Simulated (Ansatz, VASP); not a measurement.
## One calculation of ZnO, two programs

File INCAR:

```
ALGO = Normal
EDIFF = 1E-6
ENCUT = 520
GGA = PE
ISIF = 2
ISMEAR = -1
LASPH = T
LCHARG = F
LREAL = F
LWAVE = F
NBANDS = 26
NELM = 100
PREC = Accurate
SIGMA = 0.02
```

File KPOINTS:

```
k-points
0
Gamma
  12 12 6
```

The input POSCAR:

```
ZnO
1.0
    3.2353522132      0.0000000000      0.0000000000
   -1.6176761066      2.8018972068      0.0000000000
    0.0000000000      0.0000000000      5.2109131292
Zn O
2 2
Direct
    0.3333333333      0.6666666667      0.4996551084
    0.6666666667      0.3333333333     -0.0003448916
    0.6666666667      0.3333333333      0.3793548916
    0.3333333333      0.6666666667      0.8793548916
```

Input for Ansatz:

```yaml
crystal:
  lattice:
    - [3.2353522132, 0.0, 0.0]
    - [-1.6176761066, 2.8018972068, 0.0]
    - [0.0, 0.0, 5.2109131292]
  atoms:
    - { symbol: Zn, position: [0.3333333333, 0.6666666667, 0.4996551084] }
    - { symbol: Zn, position: [0.6666666667, 0.3333333333, -0.0003448916] }
    - { symbol: O, position: [0.6666666667, 0.3333333333, 0.3793548916] }
    - { symbol: O, position: [0.3333333333, 0.6666666667, 0.8793548916] }
kpoints:
  mp_grid: { grid: [12, 12, 6] }
  band_path:
    path:
      - [[0.0, 0.0, 0.0], [0.5, 0.0, 0.0], [0.333333333333, 0.333333333333, 0.0], [0.0, 0.0, 0.0], [0.0, 0.0, 0.5], [0.5, 0.0, 0.5], [0.333333333333, 0.333333333333, 0.5], [0.0, 0.0, 0.5]]
      - [[0.5, 0.0, 0.5], [0.5, 0.0, 0.0]]
      - [[0.333333333333, 0.333333333333, 0.5], [0.333333333333, 0.333333333333, 0.0]]
    npoints: 10
hamiltonian:
  xc: pbe
scf:
  occupations: { method: fermi_dirac, width: 0.02 }
  n_extra_bands: 5
output:
  forces: true
  stress: true
  eigenvalues: true
```

Alike in both runs: task single point; functional PBE; k mesh 12 × 12 × 6; occupations fermi-dirac, width 0.02 eV; no spin polarisation.

|  | VASP | Ansatz |
| --- | --- | --- |
| version | VASP 6.6.1 | Ansatz 0.2.0 |
| potentials or method | VASP PAW PBE potentials, release 64 (Zn, O) | plane waves, PAW |
| plane-wave cutoff (eV) | 520 | 420 |
| valence electrons in the cell | 36 | 36 |

Ansatz gave:

| Item | Value |
| --- | --- |
| gap on the k mesh at the Fermi level (eV) | 0.81 |
| pressure (GPa) | 6.1 |
| traceless stress, the component that is largest in VASP (GPa) | 0.10 |

Task: Estimate VASP's values.

Result: gap on the k mesh at the Fermi level (eV): 0.79; pressure (GPa): 7.2; traceless stress, the component that is largest in VASP (GPa): 0.08.
